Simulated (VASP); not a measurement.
# Ge (I4_1/amd) in VASP: further runs

Ge is run at these levels: r2SCAN; tasks: single point.

Program: VASP 6.6.1. These are calculated values, not measurements. Logs are shortened: lines on timing, memory, paths and dates and some standing lists are left out, and cuts for length are marked.

### Step 1. The cell of the first run

Symmetry: I4_1/amd, No. 141, tetragonal system. The conventional cell has a = 5.149 Å, b = 5.149 Å, c = 2.795 Å, α = 90.00°, β = 90.00°, γ = 90.00°. Within 3.5 Å of Ge (site symmetry -4m2) lie 10 Ge at 2.67 to 3.32 Å.

### Step 2. Single point, r2SCAN

POSCAR

```
Ge
1.0
   -2.5744897190      2.5744897190      1.3974126432
    2.5744897190     -2.5744897190      1.3974126432
    2.5744897190      2.5744897190     -1.3974126432
Ge
2
Direct
    0.5000000000      0.5000000000      0.0000000000
    0.2500000000      0.7500000000      0.5000000000
```

INCAR.step1

```
  ALGO = Normal
  EDIFF = 1E-4
  ENCUT = 520
  GGA = PE
  ISMEAR = -1
  LASPH = T
  LCHARG = F
  LREAL = F
  LWAVE = T
  NBANDS = 21
  NELM = 60
  PREC = Accurate
  SIGMA = 0.05
```

INCAR.step2

```
  ALGO = Normal
  EDIFF = 1E-6
  ENCUT = 520
  ISIF = 2
  ISMEAR = -1
  ISTART = 1
  LASPH = T
  LCHARG = F
  LMIXTAU = T
  LREAL = F
  LWAVE = F
  METAGGA = R2SCAN
  NBANDS = 21
  NELM = 60
  PREC = Accurate
  SIGMA = 0.05
```

KPOINTS

```
k-points
0
Gamma
  11 11 11
```

Potentials or basis: VASP PAW PBE potentials, release 64 (Ge_d).

Run with:

```
> cat potpaw_PBE.64/Ge_d/POTCAR > POTCAR
> cp INCAR.step1 INCAR
> mpirun -np 1 vasp_std > vasp.out
> cp INCAR.step2 INCAR
> mpirun -np 1 vasp_std > vasp.out
```

OUTCAR:

```text
EDIFF = 1E-6
   ENCUT = 520
   ISIF = 2
   ISMEAR = -1
   ISTART = 1
   LASPH = T
   LREAL = F
   METAGGA = R2SCAN
   NELM = 60
   PREC = Accurate

 ion  position               nearest neighbor table
   1  0.500  0.500  0.000-   2 2.67   2 2.67   2 2.67   2 2.67
   2  0.250  0.750  0.500-   1 2.67   1 2.67   1 2.67   1 2.67

  LATTYP: Found a body centered tetragonal cell.
 ALAT       =     5.1489794380
 C/A-ratio  =     0.5427920853

  Lattice vectors:

 A1 = (  -2.5744897190,   2.5744897190,   1.3974126432)
 A2 = (   2.5744897190,  -2.5744897190,   1.3974126432)
 A3 = (   2.5744897190,   2.5744897190,  -1.3974126432)

Analysis of symmetry for initial positions (statically):
=====================================================================
 Subroutine PRICEL returns:
 Original cell was already a primitive cell.

 Routine SETGRP: Setting up the symmetry group for a
 body centered tetragonal supercell.

 Subroutine GETGRP returns: Found 16 space group operations
 (whereof  8 operations were pure point group operations)
 out of a pool of 16 trial point group operations.

The static configuration has the point symmetry D_2d.
 The point group associated with its full space group is D_4h.

Analysis of symmetry for dynamics (positions and initial velocities):
=====================================================================
 Subroutine PRICEL returns:
 Original cell was already a primitive cell.

 Routine SETGRP: Setting up the symmetry group for a
 body centered tetragonal supercell.

 Subroutine GETGRP returns: Found 16 space group operations
 (whereof  8 operations were pure point group operations)
 out of a pool of 16 trial point group operations.

The dynamic configuration has the point symmetry D_2d.
 The point group associated with its full space group is D_4h.

 Subroutine INISYM returns: Found 16 space group operations
 (whereof  8 operations are pure point group operations),
 and found     1 'primitive' translations

----------------------------------------------------------------------------------------

                                     Primitive cell

  volume of cell :      37.0482

  direct lattice vectors                    reciprocal lattice vectors
    -2.574489719  2.574489719  1.397412643     0.000000000  0.194213244  0.357804119
     2.574489719 -2.574489719  1.397412643     0.194213244  0.000000000  0.357804119
     2.574489719  2.574489719 -1.397412643     0.194213244  0.194213244  0.000000000

  length of vectors
     3.899840602  3.899840602  3.899840602     0.407114937  0.407114937  0.274659004

  position of ions in fractional coordinates (direct lattice)
     0.500000000  0.500000000  0.000000000
     0.250000000  0.750000000  0.500000000

  ion indices of the primitive-cell ions
   primitive index   ion index
                 1           1
                 2           2

----------------------------------------------------------------------------------------

 KPOINTS: k-points

Automatic generation of k-mesh.
 Grid dimensions read from file:
 generate k-points for:   11   11   11

 Generating k-lattice:

  Cartesian coordinates                     Fractional coordinates (reciprocal lattice)
     0.000000000  0.017655749  0.032527647     0.090909091 -0.000000000  0.000000000
     0.017655749  0.000000000  0.032527647    -0.000000000  0.090909091  0.000000000
     0.017655749  0.017655749  0.000000000     0.000000000  0.000000000  0.090909091

  Length of vectors
     0.037010449  0.037010449  0.024969000

  Shift w.r.t. Gamma in fractional coordinates (k-lattice)
     0.000000000  0.000000000  0.000000000

 Subroutine IBZKPT returns following result:
 ===========================================

 Found    126 irreducible k-points:

 Following reciprocal coordinates:
            Coordinates               Weight
  0.000000  0.000000  0.000000      1.000000
  0.090909  0.000000 -0.000000      8.000000
  0.181818  0.000000 -0.000000      8.000000
  0.272727  0.000000  0.000000      8.000000
  0.363636  0.000000 -0.000000      8.000000
  0.454545  0.000000 -0.000000      8.000000
[... 16 lines left out ...]
 -0.272727  0.181818  0.000000     16.000000
 -0.181818  0.181818  0.000000      4.000000
 [... further k-points ...]
   k-points           NKPTS =    126   k-points in BZ     NKDIM =    126   number of bands    NBANDS=     21
   number of dos      NEDOS =    301   number of ions     NIONS =      2
   total plane-waves  NPLWV =  27000
   dimension x,y,z NGX =    30 NGY =   30 NGZ =   30
   dimension x,y,z NGXF=    60 NGYF=   60 NGZF=   60
   ions per type =               2
   NGX,Y,Z   is equivalent  to a cutoff of  12.79, 12.79, 12.79 a.u.
   NGXF,Y,Z  is equivalent  to a cutoff of  25.58, 25.58, 25.58 a.u.
 SYSTEM =  unknown system
   PREC   = accura    normal or accurate (medium, high low for compatibility)
   ISTART =      1    job   : 0-new  1-cont  2-samecut
   ICHARG =      0    charge: 1-file 2-atom 10-const
   ISPIN  =      1    spin polarized calculation?
   LNONCOLLINEAR =      F non collinear calculations
   LSORBIT =      F    spin-orbit coupling
   LASPH  =      T    aspherical Exc in radial PAW
   ENCUT  =  520.0 eV  38.22 Ry    6.18 a.u.   7.25  7.25  7.25*2*pi/ulx,y,z
   NELM   =     60;   NELMIN=  2; NELMDL=  0     # of ELM steps
   EDIFF  = 0.1E-05   stopping-criterion for ELM
   LREAL  =      F    real-space projection
   EDIFFG = 0.1E-04   stopping-criterion for IOM
   NSW    =      0    number of steps for IOM
   IBRION =     -1    ionic relax: 0-MD 1-quasi-New 2-CG
   NFREE  =      0    steps in history (QN), initial steepest desc. (CG)
   ISIF   =      2    stress and relaxation
   ISYM   =      2    0-nonsym 1-usesym 2-fastsym
   POTIM  = 0.5000    time-step for ionic-motion
   TEBEG  =    0.0;   TEEND  =   0.0 temperature during run
   PSTRESS=    0.0 pullay stress
   NELECT =      28.0000    total number of electrons
   NUPDOWN=      -1.0000    fix difference up-down
   EMIN   =  10.00;   EMAX   =-10.00  energy-range for DOS
   EFERMI =   0.00;   METHOD = LEGACY
   ISMEAR =    -1;   SIGMA  =   0.05  broadening in eV -4-tet -1-fermi 0-gaus
   EFERMI_NEDOS =   21; number of points for ismear=-14 and -15
   IALGO  =     38    algorithm
   IMIX   =      4    mixing-type and parameters
     AMIX     =   0.40;   BMIX     =  1.00
     AMIX_MAG =   1.60;   BMIX_MAG =  1.00
  volume/ion in A,a.u.               =      18.52       125.01
  Fermi-wavevector in a.u.,A,eV,Ry     =   1.491209  2.817976 30.255333  2.223704
  Thomas-Fermi vector in A             =   2.603893
   LORBIT       =      0    0 simple, 1 ext, 2 COOP (PROOUT), +10 PAW based schemes
   METAGGA = R2SCAN    functional components
   LHFCALC =     F    Hartree Fock is set to
   AEXX    =    0.0000 exact exchange contribution
   IVDW    =     0    specifies the selected vdW correction
   LEPSILON=     F    determine dielectric tensor
   LRPA    =     F    only Hartree local field effects (RPA)
 non-spin polarized calculation
  energy-cutoff  :      520.00
  volume of cell :       37.05
 maximum number of plane-waves:      1029
 NGX is ok and might be reduce to    30
   NGX = 15   NGY = 15   NGZ = 15

 number of electron      28.0000028 magnetization

 Free energy of the ion-electron system (eV)
  ---------------------------------------------------
  ext. energy  EPLUGINS =         0.00000000
  ---------------------------------------------------
  free energy    TOTEN  =       -27.02837342 eV

  energy without entropy =      -27.02117121  energy(sigma->0) =      -27.02477232

 E-fermi :   6.7106     XC(G=0): -12.3786

 val. band max:        6.7080294851   @ k =  -0.1818  -0.4545   0.0909
 cond. band min:       6.7238354912   @ k =  -0.4545   0.4545   0.0000
 fundamental gap:      0.0158060062
 Fermi energy:         6.7105544142

 k-point     1 :       0.0000    0.0000    0.0000
  band No.  band energies     occupation
      1     -18.8075      2.00000
      2     -18.7615      2.00000
      3     -18.7290      2.00000
      4     -18.7249      2.00000
      5     -18.6130      2.00000
      6     -18.6130      2.00000
[... 13 lines left out ...]
     20      18.8191      0.00000
     21      19.7981      0.00000

 k-point     2 :       0.0909    0.0000   -0.0000
  band No.  band energies     occupation
      1     -18.8042      2.00000
      2     -18.7499      2.00000
      3     -18.7204      2.00000
      4     -18.7147      2.00000
      5     -18.6224      2.00000
      6     -18.6209      2.00000
[... 13 lines left out ...]
     20      18.7348      0.00000
     21      19.5720      0.00000

 k-point     3 :       0.1818    0.0000   -0.0000
  band No.  band energies     occupation
      1     -18.7940      2.00000
      2     -18.7212      2.00000
      3     -18.7084      2.00000
      4     -18.6834      2.00000
      5     -18.6411      2.00000
      6     -18.6274      2.00000
[... 13 lines left out ...]
     20      17.1585      0.00000
     21      18.0570      0.00000

 k-point     4 :       0.2727    0.0000    0.0000
  band No.  band energies     occupation
      1     -18.7800      2.00000
      2     -18.6964      2.00000
      3     -18.6952      2.00000
      4     -18.6718      2.00000
      5     -18.6592      2.00000
      6     -18.6281      2.00000
[... 13 lines left out ...]
     20      15.8463      0.00000
     21      18.2849      0.00000

 k-point     5 :       0.3636    0.0000   -0.0000
  band No.  band energies     occupation
      1     -18.7681      2.00000
      2     -18.6972      2.00000
      3     -18.6931      2.00000
      4     -18.6838      2.00000
      5     -18.6584      2.00000
      6     -18.6407      2.00000
[... 13 lines left out ...]
     20      16.2070      0.00000
     21      19.3954      0.00000

 k-point     6 :       0.4545    0.0000   -0.0000
  band No.  band energies     occupation
      1     -18.7601      2.00000
      2     -18.7116      2.00000
      3     -18.7058      2.00000
      4     -18.6789      2.00000
      5     -18.6488      2.00000
      6     -18.6480      2.00000
[... 13 lines left out ...]
     20      18.8888      0.00000
     21      19.5774      0.00000

 k-point     7 :       0.0909    0.0909   -0.0000
  band No.  band energies     occupation
      1     -18.7978      2.00000
      2     -18.7195      2.00000
      3     -18.7119      2.00000
      4     -18.6780      2.00000
      5     -18.6396      2.00000
      6     -18.6361      2.00000
[... 13 lines left out ...]
     20      17.1001      0.00000
     21      17.6515      0.00000
[... 291 lines left out ...]
      1     -18.7548      2.00000
      2     -18.7130      2.00000
      3     -18.7003      2.00000
      4     -18.6649      2.00000
      5     -18.6561      2.00000
      6     -18.6295      2.00000
[... 13 lines left out ...]
     20      17.9702      0.00000
     21      19.0709      0.00000

 k-point    21 :      -0.4545    0.1818    0.0000
  band No.  band energies     occupation
      1     -18.7558      2.00000
      2     -18.7069      2.00000
      3     -18.7010      2.00000
      4     -18.6710      2.00000
      5     -18.6518      2.00000
      6     -18.6312      2.00000
[... 13 lines left out ...]
     20      17.9098      0.00000
     21      18.4584      0.00000

 k-point    22 :      -0.3636    0.1818    0.0000
  band No.  band energies     occupation
      1     -18.7658      2.00000
      2     -18.7286      2.00000
      3     -18.7084      2.00000
      4     -18.6816      2.00000
      5     -18.6449      2.00000
      6     -18.6221      2.00000
[... 13 lines left out ...]
     20      18.1030      0.00000
     21      19.3212      0.00000

 k-point    23 :      -0.2727    0.1818    0.0000
  band No.  band energies     occupation
      1     -18.7787      2.00000
      2     -18.7544      2.00000
      3     -18.7301      2.00000
      4     -18.6971      2.00000
      5     -18.6306      2.00000
      6     -18.6091      2.00000
[... 13 lines left out ...]
     20      19.7929      0.00000
     21      20.4149      0.00000

 k-point    24 :      -0.1818    0.1818    0.0000
  band No.  band energies     occupation
      1     -18.7892      2.00000
      2     -18.7646      2.00000
      3     -18.7387      2.00000
      4     -18.7084      2.00000
      5     -18.6218      2.00000
      6     -18.6048      2.00000
[... 13 lines left out ...]
     20      19.4577      0.00000
     21      19.9917      0.00000

 [... further k-points ...]

------------------------ aborting loop because EDIFF is reached ----------------------------------------

  FORCE on cell =-STRESS in cart. coord.  units (eV):
  Direction    XX          YY          ZZ          XY          YZ          ZX
  --------------------------------------------------------------------------------------
  -------------------------------------------------------------------------------------
  Total        0.0503910      0.0503910      0.1925808      0.0000000     -0.0000000      0.0000000
  in kB        2.1791978      2.1791978      8.3283059      0.0000000     -0.0000000      0.0000000
  external PRESSURE =       4.2289005 kB  Pullay stress =       0.0000000 kB

 VOLUME and BASIS-vectors are now :
 -----------------------------------------------------------------------------
  energy-cutoff  :      520.00
  volume of cell :       37.05
      direct lattice vectors                 reciprocal lattice vectors
    -2.574489719  2.574489719  1.397412643     0.000000000  0.194213244  0.357804119
     2.574489719 -2.574489719  1.397412643     0.194213244  0.000000000  0.357804119
     2.574489719  2.574489719 -1.397412643     0.194213244  0.194213244  0.000000000

 POSITION                                       TOTAL-FORCE (eV/Angst)
 -----------------------------------------------------------------------------------
      0.00000      0.00000      1.39741         0.000000     -0.000000     -0.000000
      2.57449      0.00000      0.69871        -0.000000      0.000000      0.000000
 -----------------------------------------------------------------------------------
    total drift:                                0.000000     -0.000000      0.000000

  FREE ENERGIE OF THE ION-ELECTRON SYSTEM (eV)
  ---------------------------------------------------
  free  energy   TOTEN  =       -27.0283734190 eV

  energy  without entropy=      -27.0211712119  energy(sigma->0) =      -27.02477232
```

Run time: 8.3 min. Hardware: 1 thread of Intel Xeon 8259CL, shared host; peak memory 0.22 GiB.

Results:

* Free energy: -27.0284 eV
* Pressure: 0.4 GPa
* Band gap on the k mesh: zero (bands 14 and 15 overlap by 4.93 eV)

Caveat: the PAW data sets were made with another functional, which shifts forces and pressure a little.

(Part 1 of 3 ends here.)
